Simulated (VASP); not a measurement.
# C (Fd-3m) in VASP: notebook

C is run at these levels: LDA; tasks: single point.

Program: VASP 6.6.1. These are calculated values, not measurements. Logs are shortened: lines on timing, memory, paths and dates and some standing lists are left out, and cuts for length are marked.

### 1 The cell of the first run

The structure is cubic, space group Fd-3m (No. 227). The conventional cell has a = 3.567 Å, b = 3.567 Å, c = 3.567 Å, α = 90.00°, β = 90.00°, γ = 90.00°. C (site symmetry -43m) has 4 C at 1.54 Å within 2.1 Å.

### 2 Single point, LDA

File INCAR:

```
PREC = Accurate
ENCUT = 600
EDIFF = 1E-6
ISMEAR = 0
SIGMA = 0.1
LREAL = F
LASPH = T
NELM = 120
ALGO = Normal
ISIF = 2
LWAVE = F
LCHARG = F
GGA = CA
NBANDS = 11
GGA_COMPAT = F
```

File KPOINTS:

```
Automatic mesh
0
Gamma
  8 8 8
```

File POSCAR:

```
C
1.0
    0.0000000000      1.7835000000      1.7835000000
    1.7835000000      0.0000000000      1.7835000000
    1.7835000000      1.7835000000      0.0000000000
C
2
Direct
    0.0000000000      0.0000000000      0.0000000000
    0.2500000000      0.2500000000      0.2500000000
```

Potentials or basis: VASP PAW LDA potentials, release 64 (C).

Started as:

```sh
cat potpaw_LDA.64/C/POTCAR > POTCAR
mpirun -np 1 vasp_std > vasp.out
```

OUTCAR:

```text
PREC = Accurate
   ENCUT = 600
   EDIFF = 1E-6
   ISMEAR = 0
   LREAL = F
   LASPH = T
   NELM = 120
   ISIF = 2
   GGA = CA

 ion  position               nearest neighbor table
   1  0.000  0.000  0.000-   2 1.54   2 1.54   2 1.54   2 1.54
   2  0.250  0.250  0.250-   1 1.54   1 1.54   1 1.54   1 1.54

  LATTYP: Found a face centered cubic cell.
 ALAT       =     3.5670000000

  Lattice vectors:

 A1 = (   0.0000000000,   1.7835000000,   1.7835000000)
 A2 = (   1.7835000000,   0.0000000000,   1.7835000000)
 A3 = (   1.7835000000,   1.7835000000,   0.0000000000)

Analysis of symmetry for initial positions (statically):
=====================================================================
 Subroutine PRICEL returns:
 Original cell was already a primitive cell.

 Routine SETGRP: Setting up the symmetry group for a
 face centered cubic supercell.

 Subroutine GETGRP returns: Found 48 space group operations
 (whereof 24 operations were pure point group operations)
 out of a pool of 48 trial point group operations.

The static configuration has the point symmetry T_d .
 The point group associated with its full space group is O_h .

Analysis of symmetry for dynamics (positions and initial velocities):
=====================================================================
 Subroutine PRICEL returns:
 Original cell was already a primitive cell.

 Routine SETGRP: Setting up the symmetry group for a
 face centered cubic supercell.

 Subroutine GETGRP returns: Found 48 space group operations
 (whereof 24 operations were pure point group operations)
 out of a pool of 48 trial point group operations.

The dynamic configuration has the point symmetry T_d .
 The point group associated with its full space group is O_h .

 Subroutine INISYM returns: Found 48 space group operations
 (whereof 24 operations are pure point group operations),
 and found     1 'primitive' translations

----------------------------------------------------------------------------------------

                                     Primitive cell

  volume of cell :      11.3462

  direct lattice vectors                    reciprocal lattice vectors
     0.000000000  1.783500000  1.783500000    -0.280347631  0.280347631  0.280347631
     1.783500000  0.000000000  1.783500000     0.280347631 -0.280347631  0.280347631
     1.783500000  1.783500000  0.000000000     0.280347631  0.280347631 -0.280347631

  length of vectors
     2.522249888  2.522249888  2.522249888     0.485576341  0.485576341  0.485576341

  position of ions in fractional coordinates (direct lattice)
     0.000000000  0.000000000  0.000000000
     0.250000000  0.250000000  0.250000000

  ion indices of the primitive-cell ions
   primitive index   ion index
                 1           1
                 2           2

----------------------------------------------------------------------------------------

 KPOINTS: Automatic mesh

Automatic generation of k-mesh.
 Grid dimensions read from file:
 generate k-points for:    8    8    8

 Generating k-lattice:

  Cartesian coordinates                     Fractional coordinates (reciprocal lattice)
    -0.035043454  0.035043454  0.035043454     0.125000000  0.000000000  0.000000000
     0.035043454 -0.035043454  0.035043454     0.000000000  0.125000000  0.000000000
     0.035043454  0.035043454 -0.035043454     0.000000000  0.000000000  0.125000000

  Length of vectors
     0.060697043  0.060697043  0.060697043

  Shift w.r.t. Gamma in fractional coordinates (k-lattice)
     0.000000000  0.000000000  0.000000000

 Subroutine IBZKPT returns following result:
 ===========================================

 Found     29 irreducible k-points:

 Following reciprocal coordinates:
            Coordinates               Weight
  0.000000  0.000000  0.000000      1.000000
  0.125000  0.000000  0.000000      8.000000
  0.250000  0.000000  0.000000      8.000000
  0.375000  0.000000  0.000000      8.000000
  0.500000  0.000000  0.000000      4.000000
  0.125000  0.125000  0.000000      6.000000
[... 16 lines left out ...]
  0.500000  0.250000  0.125000     48.000000
 -0.375000  0.250000  0.125000     24.000000
 [... further k-points ...]
   k-points           NKPTS =     29   k-points in BZ     NKDIM =     29   number of bands    NBANDS=     11
   number of dos      NEDOS =    301   number of ions     NIONS =      2
   total plane-waves  NPLWV =   8000
   dimension x,y,z NGX =    20 NGY =   20 NGZ =   20
   dimension x,y,z NGXF=    40 NGYF=   40 NGZF=   40
   ions per type =               2
   NGX,Y,Z   is equivalent  to a cutoff of  13.18, 13.18, 13.18 a.u.
   NGXF,Y,Z  is equivalent  to a cutoff of  26.36, 26.36, 26.36 a.u.
 SYSTEM =  unknown system
   PREC   = accura    normal or accurate (medium, high low for compatibility)
   ISTART =      0    job   : 0-new  1-cont  2-samecut
   ICHARG =      2    charge: 1-file 2-atom 10-const
   ISPIN  =      1    spin polarized calculation?
   LNONCOLLINEAR =      F non collinear calculations
   LSORBIT =      F    spin-orbit coupling
   LASPH  =      T    aspherical Exc in radial PAW
   ENCUT  =  600.0 eV  44.10 Ry    6.64 a.u.   5.04  5.04  5.04*2*pi/ulx,y,z
   NELM   =    120;   NELMIN=  2; NELMDL= -5     # of ELM steps
   EDIFF  = 0.1E-05   stopping-criterion for ELM
   LREAL  =      F    real-space projection
[... 7 lines left out ...]
   TEBEG  =    0.0;   TEEND  =   0.0 temperature during run
   PSTRESS=    0.0 pullay stress
   NELECT =       8.0000    total number of electrons
   NUPDOWN=      -1.0000    fix difference up-down
   EMIN   =  10.00;   EMAX   =-10.00  energy-range for DOS
   EFERMI =   0.00;   METHOD = LEGACY
   ISMEAR =     0;   SIGMA  =   0.10  broadening in eV -4-tet -1-fermi 0-gaus
   EFERMI_NEDOS =   21; number of points for ismear=-14 and -15
   IALGO  =     38    algorithm
   IMIX   =      4    mixing-type and parameters
     AMIX     =   0.40;   BMIX     =  1.00
     AMIX_MAG =   1.60;   BMIX_MAG =  1.00
  volume/ion in A,a.u.               =       5.67        38.28
  Fermi-wavevector in a.u.,A,eV,Ry     =   1.457097  2.753514 28.886949  2.123131
  Thomas-Fermi vector in A             =   2.573938
   LORBIT       =      0    0 simple, 1 ext, 2 COOP (PROOUT), +10 PAW based schemes
   GGA     = CA    functional components
   LHFCALC =     F    Hartree Fock is set to
   AEXX    =    0.0000 exact exchange contribution
   IVDW    =     0    specifies the selected vdW correction
   LEPSILON=     F    determine dielectric tensor
   LRPA    =     F    only Hartree local field effects (RPA)
 non-spin polarized calculation
 Gauss-broadening in eV      SIGMA  =   0.10
  energy-cutoff  :      600.00
  volume of cell :       11.35
 maximum number of plane-waves:       392
   NGX =  9   NGY =  9   NGZ =  9

 number of electron       7.9999999 magnetization

 Free energy of the ion-electron system (eV)
  ---------------------------------------------------
  ext. energy  EPLUGINS =         0.00000000
  ---------------------------------------------------
  free energy    TOTEN  =       -20.24052730 eV

  energy without entropy =      -20.24052730  energy(sigma->0) =      -20.24052730

 E-fermi :  10.2740     XC(G=0): -13.4985

 val. band max:        9.7191693397   @ k =   0.0000   0.0000   0.0000
 cond. band min:      13.8183146402   @ k =   0.3750   0.3750   0.0000
 fundamental gap:      4.0991453005
 Fermi energy:        10.2739699036

 k-point     1 :       0.0000    0.0000    0.0000
  band No.  band energies     occupation
      1     -11.5959      2.00000
      2       9.7192      2.00000
      3       9.7192      2.00000
      4       9.7192      2.00000
      5      15.2612      0.00000
      6      15.2612      0.00000
      7      15.2612      0.00000
      8      23.2700      0.00000
      9      28.7205      0.00000
     10      36.3481      0.00000
     11      36.3481      0.00000

 k-point     2 :       0.1250    0.0000    0.0000
  band No.  band energies     occupation
      1     -11.1644      2.00000
      2       7.3305      2.00000
      3       9.0686      2.00000
      4       9.0686      2.00000
      5      16.1142      0.00000
      6      16.1142      0.00000
      7      16.5599      0.00000
      8      23.5626      0.00000
      9      29.3483      0.00000
     10      33.1358      0.00000
     11      33.1358      0.00000

 k-point     3 :       0.2500    0.0000    0.0000
  band No.  band energies     occupation
      1      -9.8821      2.00000
      2       3.1855      2.00000
      3       7.9797      2.00000
      4       7.9797      2.00000
      5      17.4424      0.00000
      6      17.4424      0.00000
      7      17.9095      0.00000
      8      24.3028      0.00000
      9      30.1087      0.00000
     10      32.0340      0.00000
     11      32.0340      0.00000

 k-point     4 :       0.3750    0.0000    0.0000
  band No.  band energies     occupation
      1      -7.8104      2.00000
      2      -0.8845      2.00000
      3       7.2016      2.00000
      4       7.2016      2.00000
      5      18.0293      0.00000
      6      18.0293      0.00000
      7      18.5456      0.00000
      8      24.9466      0.00000
      9      30.5699      0.00000
     10      33.5998      0.00000
     11      33.5998      0.00000
[... 239 lines left out ...]
 k-point    22 :       0.3750    0.2500    0.1250
  band No.  band energies     occupation
      1      -8.7569      2.00000
      2       3.3041      2.00000
      3       4.2275      2.00000
      4       6.8525      2.00000
      5      16.2448      0.00000
      6      19.6842      0.00000
      7      21.1974      0.00000
      8      21.4351      0.00000
      9      30.3010      0.00000
     10      30.9248      0.00000
     11      35.2520      0.00000

 k-point    23 :       0.5000    0.2500    0.1250
  band No.  band energies     occupation
      1      -6.7255      2.00000
      2      -0.0413      2.00000
      3       3.4836      2.00000
      4       5.6487      2.00000
      5      17.6094      0.00000
      6      19.2876      0.00000
      7      22.1033      0.00000
      8      22.9356      0.00000
      9      29.5773      0.00000
     10      31.8535      0.00000
     11      35.6094      0.00000

 k-point    24 :      -0.3750    0.2500    0.1250
  band No.  band energies     occupation
      1      -4.7543      2.00000
      2      -2.6076      2.00000
      3       3.4626      2.00000
      4       5.0327      2.00000
      5      17.8912      0.00000
      6      19.1688      0.00000
      7      22.7492      0.00000
      8      24.4294      0.00000
      9      27.7692      0.00000
     10      33.3285      0.00000
     11      35.8527      0.00000

 [... further k-points ...]

------------------------ aborting loop because EDIFF is reached ----------------------------------------

  FORCE on cell =-STRESS in cart. coord.  units (eV):
  Direction    XX          YY          ZZ          XY          YZ          ZX
  --------------------------------------------------------------------------------------
  -------------------------------------------------------------------------------------
  Total       -0.8822540     -0.8822540     -0.8822540      0.0000000     -0.0000000      0.0000000
  in kB     -124.5818750   -124.5818750   -124.5818750      0.0000000     -0.0000000      0.0000000
  external PRESSURE =    -124.5818750 kB  Pullay stress =       0.0000000 kB

 VOLUME and BASIS-vectors are now :
 -----------------------------------------------------------------------------
  energy-cutoff  :      600.00
  volume of cell :       11.35
      direct lattice vectors                 reciprocal lattice vectors
     0.000000000  1.783500000  1.783500000    -0.280347631  0.280347631  0.280347631
     1.783500000  0.000000000  1.783500000     0.280347631 -0.280347631  0.280347631
     1.783500000  1.783500000  0.000000000     0.280347631  0.280347631 -0.280347631

 POSITION                                       TOTAL-FORCE (eV/Angst)
 -----------------------------------------------------------------------------------
      0.00000      0.00000      0.00000         0.000000      0.000000      0.000000
      0.89175      0.89175      0.89175        -0.000000     -0.000000     -0.000000
 -----------------------------------------------------------------------------------
    total drift:                                0.000000      0.000000      0.000000

  FREE ENERGIE OF THE ION-ELECTRON SYSTEM (eV)
  ---------------------------------------------------
  free  energy   TOTEN  =       -20.2405272973 eV

  energy  without entropy=      -20.2405272973  energy(sigma->0) =      -20.24052730
```

It took 2.7 s on 1 thread of Intel Xeon 6975P-C, shared host; peak memory 0.11 GiB.

Results:

```
Free energy            : -20.2405 eV
Pressure               : -12.5 GPa
Band gap on the k mesh : 4.10 eV, indirect (least direct gap 5.54 eV)
```

Levels at points of the mesh, in eV from the valence-band top:
| k point | band 1 | band 2 | band 3 | band 4 | band 5 | band 6 | band 7 | band 8 |
| --- | --- | --- | --- | --- | --- | --- | --- | --- |
| (0.00, 0.00, 0.00) | -21.32 | 0.00 | 0.00 | 0.00 | 5.54 | 5.54 | 5.54 | 13.55 |
| (0.50, 0.00, 0.00) | -15.48 | -13.36 | -2.79 | -2.79 | 8.38 | 8.38 | 9.01 | 15.40 |
| (0.50, 0.50, 0.00) | -12.61 | -12.61 | -6.29 | -6.29 | 4.71 | 4.71 | 16.62 | 16.62 |

[end of part 1 of 2]
